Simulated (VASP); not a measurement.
# Pt (Fm-3m) in VASP: a series of runs, part 3 of 3

VASP 6.6.1. The steps go on from the part before.

## 6. Single point, PBEsol

This run uses another cell than the first one, of 10.66 Å³/atom, 0.709 times its volume.

Contents of INCAR:

```
PREC = Accurate
ENCUT = 500
EDIFF = 1E-6
ISMEAR = 0
SIGMA = 0.1
LREAL = False
LASPH = True
NELM = 120
ALGO = Normal
ISIF = 2
LWAVE = False
LCHARG = False
GGA = PS
NBANDS = 11
GGA_COMPAT = False
```

Contents of KPOINTS:

```
Automatic mesh
0
Gamma
  8 8 8
```

Contents of POSCAR:

```
Pt
1.0
    0.0000000000      1.7469029060      1.7469029060
    1.7469029060      0.0000000000      1.7469029060
    1.7469029060      1.7469029060      0.0000000000
Pt
1
Direct
    0.0000000000      0.0000000000      0.0000000000
```

Potentials or basis: VASP PAW PBE potentials, release 64 (Pt).

Started as:

```console
$ cat potpaw_PBE.64/Pt/POTCAR > POTCAR
$ mpirun -np 1 vasp_std > vasp.out
```

OUTCAR:

```text
PREC = Accurate
   ENCUT = 500
   EDIFF = 1E-6
   ISMEAR = 0
   LREAL = False
   LASPH = True
   NELM = 120
   ISIF = 2
   GGA = PS

 ion  position               nearest neighbor table
   1  0.000  0.000  0.000-

  LATTYP: Found a face centered cubic cell.
 ALAT       =     3.4938058120

  Lattice vectors:

 A1 = (   0.0000000000,   1.7469029060,   1.7469029060)
 A2 = (   1.7469029060,   0.0000000000,   1.7469029060)
 A3 = (   1.7469029060,   1.7469029060,   0.0000000000)

Analysis of symmetry for initial positions (statically):
=====================================================================
 Subroutine PRICEL returns:
 Original cell was already a primitive cell.

 Routine SETGRP: Setting up the symmetry group for a
 face centered cubic supercell.

 Subroutine GETGRP returns: Found 48 space group operations
 (whereof 48 operations were pure point group operations)
 out of a pool of 48 trial point group operations.

The static configuration has the point symmetry O_h .

Analysis of symmetry for dynamics (positions and initial velocities):
=====================================================================
 Subroutine PRICEL returns:
 Original cell was already a primitive cell.

 Routine SETGRP: Setting up the symmetry group for a
 face centered cubic supercell.

 Subroutine GETGRP returns: Found 48 space group operations
 (whereof 48 operations were pure point group operations)
 out of a pool of 48 trial point group operations.

The dynamic configuration has the point symmetry O_h .

 Subroutine INISYM returns: Found 48 space group operations
 (whereof 48 operations are pure point group operations),
 and found     1 'primitive' translations

----------------------------------------------------------------------------------------

                                     Primitive cell

  volume of cell :      10.6619

  direct lattice vectors                    reciprocal lattice vectors
     0.000000000  1.746902906  1.746902906    -0.286220830  0.286220830  0.286220830
     1.746902906  0.000000000  1.746902906     0.286220830 -0.286220830  0.286220830
     1.746902906  1.746902906  0.000000000     0.286220830  0.286220830 -0.286220830

  length of vectors
     2.470493782  2.470493782  2.470493782     0.495749020  0.495749020  0.495749020

  position of ions in fractional coordinates (direct lattice)
     0.000000000  0.000000000  0.000000000

  ion indices of the primitive-cell ions
   primitive index   ion index
                 1           1

----------------------------------------------------------------------------------------

 KPOINTS: Automatic mesh

Automatic generation of k-mesh.
 Grid dimensions read from file:
 generate k-points for:    8    8    8

 Generating k-lattice:

  Cartesian coordinates                     Fractional coordinates (reciprocal lattice)
    -0.035777604  0.035777604  0.035777604     0.125000000  0.000000000  0.000000000
     0.035777604 -0.035777604  0.035777604     0.000000000  0.125000000  0.000000000
     0.035777604  0.035777604 -0.035777604     0.000000000  0.000000000  0.125000000

  Length of vectors
     0.061968628  0.061968628  0.061968628

  Shift w.r.t. Gamma in fractional coordinates (k-lattice)
     0.000000000  0.000000000  0.000000000

 Subroutine IBZKPT returns following result:
 ===========================================

 Found     29 irreducible k-points:

 Following reciprocal coordinates:
            Coordinates               Weight
  0.000000  0.000000  0.000000      1.000000
  0.125000  0.000000  0.000000      8.000000
  0.250000  0.000000  0.000000      8.000000
  0.375000  0.000000  0.000000      8.000000
  0.500000  0.000000  0.000000      4.000000
  0.125000  0.125000  0.000000      6.000000
[... 16 lines left out ...]
  0.500000  0.250000  0.125000     48.000000
 -0.375000  0.250000  0.125000     24.000000
 [... further k-points ...]
   k-points           NKPTS =     29   k-points in BZ     NKDIM =     29   number of bands    NBANDS=     11
   number of dos      NEDOS =    301   number of ions     NIONS =      1
   total plane-waves  NPLWV =   5832
   dimension x,y,z NGX =    18 NGY =   18 NGZ =   18
   dimension x,y,z NGXF=    36 NGYF=   36 NGZF=   36
   ions per type =               1
   NGX,Y,Z   is equivalent  to a cutoff of  12.11, 12.11, 12.11 a.u.
   NGXF,Y,Z  is equivalent  to a cutoff of  24.23, 24.23, 24.23 a.u.
 SYSTEM =  unknown system
   PREC   = accura    normal or accurate (medium, high low for compatibility)
   ISTART =      0    job   : 0-new  1-cont  2-samecut
   ICHARG =      2    charge: 1-file 2-atom 10-const
   ISPIN  =      1    spin polarized calculation?
   LNONCOLLINEAR =      F non collinear calculations
   LSORBIT =      F    spin-orbit coupling
   LASPH  =      T    aspherical Exc in radial PAW
   ENCUT  =  500.0 eV  36.75 Ry    6.06 a.u.   4.50  4.50  4.50*2*pi/ulx,y,z
   NELM   =    120;   NELMIN=  2; NELMDL= -5     # of ELM steps
   EDIFF  = 0.1E-05   stopping-criterion for ELM
   LREAL  =      F    real-space projection
   EDIFFG = 0.1E-04   stopping-criterion for IOM
   NSW    =      0    number of steps for IOM
   IBRION =     -1    ionic relax: 0-MD 1-quasi-New 2-CG
   NFREE  =      0    steps in history (QN), initial steepest desc. (CG)
   ISIF   =      2    stress and relaxation
   ISYM   =      2    0-nonsym 1-usesym 2-fastsym
   POTIM  = 0.5000    time-step for ionic-motion
   TEBEG  =    0.0;   TEEND  =   0.0 temperature during run
   PSTRESS=    0.0 pullay stress
   NELECT =      10.0000    total number of electrons
   NUPDOWN=      -1.0000    fix difference up-down
   EMIN   =  10.00;   EMAX   =-10.00  energy-range for DOS
   EFERMI =   0.00;   METHOD = LEGACY
   ISMEAR =     0;   SIGMA  =   0.10  broadening in eV -4-tet -1-fermi 0-gaus
   EFERMI_NEDOS =   21; number of points for ismear=-14 and -15
   IALGO  =     38    algorithm
   IMIX   =      4    mixing-type and parameters
     AMIX     =   0.40;   BMIX     =  1.00
     AMIX_MAG =   1.60;   BMIX_MAG =  1.00
  volume/ion in A,a.u.               =      10.66        71.95
  Fermi-wavevector in a.u.,A,eV,Ry     =   1.602493  3.028272 34.939529  2.567983
  Thomas-Fermi vector in A             =   2.699305
   LORBIT       =      0    0 simple, 1 ext, 2 COOP (PROOUT), +10 PAW based schemes
   GGA     = PS    functional components
   LHFCALC =     F    Hartree Fock is set to
   AEXX    =    0.0000 exact exchange contribution
   IVDW    =     0    specifies the selected vdW correction
   LEPSILON=     F    determine dielectric tensor
   LRPA    =     F    only Hartree local field effects (RPA)
 non-spin polarized calculation
 Gauss-broadening in eV      SIGMA  =   0.10
  energy-cutoff  :      500.00
  volume of cell :       10.66
 maximum number of plane-waves:       290
 NGX is ok and might be reduce to    18
   NGX =  9   NGY =  9   NGZ =  9

 number of electron      10.0000000 magnetization

 Free energy of the ion-electron system (eV)
  ---------------------------------------------------
  ext. energy  EPLUGINS =         0.00000000
  ---------------------------------------------------
  free energy    TOTEN  =        -4.63267464 eV

  energy without entropy =       -4.62809964  energy(sigma->0) =       -4.63038714

 E-fermi :  19.1722     XC(G=0): -15.7528

 val. band max:       19.1238558233   @ k =  -0.2500   0.1250   0.0000
 cond. band min:      19.2279244150   @ k =   0.3750   0.2500   0.1250
 fundamental gap:      0.1040685917
 Fermi energy:        19.1722303867

 k-point     1 :       0.0000    0.0000    0.0000
  band No.  band energies     occupation
      1       4.3972      2.00000
      2      12.5675      2.00000
      3      12.5675      2.00000
      4      12.5675      2.00000
      5      16.3669      2.00000
      6      16.3669      2.00000
      7      31.9353      0.00000
      8      39.0419      0.00000
      9      39.0419      0.00000
     10      39.0419      0.00000
     11      45.7399      0.00000
[... 309 lines left out ...]
 k-point    24 :      -0.3750    0.2500    0.1250
  band No.  band energies     occupation
      1       9.2022      2.00000
      2      10.6654      2.00000
      3      13.2711      2.00000
      4      14.3477      2.00000
      5      18.8411      2.00000
      6      24.8882      0.00000
      7      27.2116      0.00000
      8      35.5872      0.00000
      9      37.6634      0.00000
     10      40.5198      0.00000
     11      49.3791      0.00000

 [... further k-points ...]

------------------------ aborting loop because EDIFF is reached ----------------------------------------

  FORCE on cell =-STRESS in cart. coord.  units (eV):
  Direction    XX          YY          ZZ          XY          YZ          ZX
  --------------------------------------------------------------------------------------
  -------------------------------------------------------------------------------------
  Total       16.1942617     16.1942617     16.1942617      0.0000000      0.0000000      0.0000000
  in kB     2433.5229013   2433.5229013   2433.5229013      0.0000000      0.0000000      0.0000000
  external PRESSURE =    2433.5229013 kB  Pullay stress =       0.0000000 kB

 VOLUME and BASIS-vectors are now :
 -----------------------------------------------------------------------------
  energy-cutoff  :      500.00
  volume of cell :       10.66
      direct lattice vectors                 reciprocal lattice vectors
     0.000000000  1.746902906  1.746902906    -0.286220830  0.286220830  0.286220830
     1.746902906  0.000000000  1.746902906     0.286220830 -0.286220830  0.286220830
     1.746902906  1.746902906  0.000000000     0.286220830  0.286220830 -0.286220830

 POSITION                                       TOTAL-FORCE (eV/Angst)
 -----------------------------------------------------------------------------------
      0.00000      0.00000      0.00000         0.000000      0.000000      0.000000
 -----------------------------------------------------------------------------------
    total drift:                               -0.000000      0.000000     -0.000000

  FREE ENERGIE OF THE ION-ELECTRON SYSTEM (eV)
  ---------------------------------------------------
  free  energy   TOTEN  =        -4.6326746410 eV

  energy  without entropy=       -4.6280996406  energy(sigma->0) =       -4.63038714
```

OSZICAR:

```text
N       E                     dE             d eps       ncg     rms          rms(c)
DAV:   1     0.450899282779E+02    0.45090E+02   -0.55701E+03   638   0.853E+02
DAV:   2    -0.447620825463E+01   -0.49566E+02   -0.47987E+02   737   0.194E+02
DAV:   3    -0.503650585750E+01   -0.56030E+00   -0.55954E+00   763   0.200E+01
DAV:   4    -0.503823241601E+01   -0.17266E-02   -0.17264E-02   763   0.128E+00
DAV:   5    -0.503824072187E+01   -0.83059E-05   -0.83072E-05   805   0.751E-02    0.361E+01
DAV:   6    -0.475430532636E+01    0.28394E+00   -0.20546E-01   767   0.408E+00    0.203E+01
DAV:   7    -0.463680975994E+01    0.11750E+00   -0.17610E-01   770   0.365E+00    0.155E+00
DAV:   8    -0.463271350704E+01    0.40963E-02   -0.11633E-02   722   0.108E+00    0.312E-01
DAV:   9    -0.463266773549E+01    0.45772E-04   -0.91646E-05   787   0.959E-02    0.175E-02
DAV:  10    -0.463267455426E+01   -0.68188E-05   -0.41036E-06   870   0.130E-02    0.360E-03
DAV:  11    -0.463267464099E+01   -0.86733E-07   -0.47606E-08   496   0.218E-03
   1 F= -.46326746E+01 E0= -.46303871E+01  d E =-.457500E-02
```

Wall time 4.5 s (1 thread of Intel Xeon Platinum 8259CL at 2.50GHz (Skylake/Cascade Lake), shared host); peak memory 0.12 GiB.

Results:

```
Free energy            : -4.6327 eV
Pressure               : 243.4 GPa
Band gap on the k mesh : zero (band 5 reaches 20.21 eV, above the bottom of band 6 at 16.13 eV)
```

Caveat: the k points lie up to 0.39 Å⁻¹ apart; the PAW data sets were made with another functional, which shifts forces and pressure a little; spin-orbit coupling is left out, which moves the levels of the heavy elements.

## 7. Overview

| task | cell | k mesh | cutoff (eV) | smearing | gap on the mesh (eV) | pressure (GPa) |
| --- | --- | --- | --- | --- | --- | --- |
| single point | a = 2.771 Å, angles 60.0°, 1 atom | 18 × 18 × 18 | 520 | gaussian 0.1 eV | none | -0.4 |
| single point | a = 2.773 Å, angles 60.0°, 1 atom | 20 × 20 × 20 | 520 | fermi-dirac 0.15 eV | none | -0.4 |
| relaxation of cell and atoms | relaxed from a = 2.771 Å, angles 60.0°, 1 atom | 20 × 20 × 20 | 600 | fermi-dirac 0.15 eV | none | 0.0 |
| single point | a = 2.470 Å, angles 60.0°, 1 atom | 8 × 8 × 8 | 500 | gaussian 0.1 eV | none | 243.4 |

Alike in all rows: level PBEsol; potentials or basis VASP PAW PBE potentials, release 64 (Pt); no spin polarisation.

Caveats: some runs use coarse meshes; the PAW data sets were made with another functional, which shifts forces and pressure a little; spin-orbit coupling is left out, which moves the levels of the heavy elements.

Total energies depend on the potentials used, so only differences within one code and one set of settings carry meaning.
